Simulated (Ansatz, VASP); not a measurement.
# AlN in VASP and in Ansatz

Contents of INCAR:

```
SYSTEM = AlN
ALGO = Normal
EDIFF = 1E-6
ENCUT = 520
GGA = PS
ISIF = 2
ISMEAR = 0
LASPH = .TRUE.
LCHARG = .FALSE.
LREAL = .FALSE.
LWAVE = .FALSE.
NBANDS = 16
NELM = 60
PREC = Accurate
SIGMA = 0.05
```

KPOINTS

```
k-points
0
G
  12 12 6
  0 0 0
```

The input POSCAR:

```
AlN
1.0
    3.3121157418      0.1863065105      0.0000000000
   -1.4947116999      2.7752231174      0.0000000000
    0.0000000000      0.0000000000      4.1875630000
Al N
2 2
Direct
    0.3333333333      0.6666666667      0.7500000000
    0.6666666667      0.3333333333      0.2500000000
    0.3333333333      0.6666666667      0.2500000000
    0.6666666667      0.3333333333      0.7500000000
```

Input for Ansatz:

```yaml
crystal:
  lattice:
    - [3.3121157418, 0.1863065105, 0.0]
    - [-1.4947116999, 2.7752231174, 0.0]
    - [0.0, 0.0, 4.187563]
  atoms:
    - { symbol: Al, position: [0.3333333333, 0.6666666667, 0.75] }
    - { symbol: Al, position: [0.6666666667, 0.3333333333, 0.25] }
    - { symbol: "N", position: [0.3333333333, 0.6666666667, 0.25] }
    - { symbol: "N", position: [0.6666666667, 0.3333333333, 0.75] }
basis:
  ecutwfc: 420
kpoints:
  mp_grid: { grid: [12, 12, 6] }
hamiltonian:
  xc: pbesol
scf:
  occupations: { method: gaussian, width: 0.05 }
output:
  forces: true
  stress: true
  eigenvalues: true
  write_density: true
  write_potential: true
  elf: true
  volumetric_format: npy
```

Change from the starting cell: strain +0.1125 x Voigt [0, 0, 0, 0, 0, 1], atoms carried along.

Alike in both runs: task single point; functional PBEsol; k mesh 12 × 12 × 6; occupations gaussian, width 0.05 eV; no spin polarisation.

|  | VASP | Ansatz |
| --- | --- | --- |
| version | VASP 6.6.1 | Ansatz 0.2.0 |
| potentials or method | VASP PAW PBE potentials, release 64 (Al, N), cutoff 520 eV | scalar-relativistic, plane waves, PAW |
| valence electrons in the cell | 16 | 16 |

```tsv
	VASP	Ansatz	Ansatz less VASP
gap on the k mesh at the Fermi level (eV)	3.04	3.05	+0.012
least direct gap on the mesh (eV)	3.11	3.10	-0.013
pressure (GPa)	-1.2	-1.2	+0.04
traceless stress, the component that is largest in VASP (GPa)	-18.86	-18.64	+0.222
rms of the force components (eV/Å)	0.838	0.826	-0.0125
```

VASP's potentials were made for PBE, not for PBEsol. Atom by atom the forces differ by 0.013 eV/Å (rms over components).
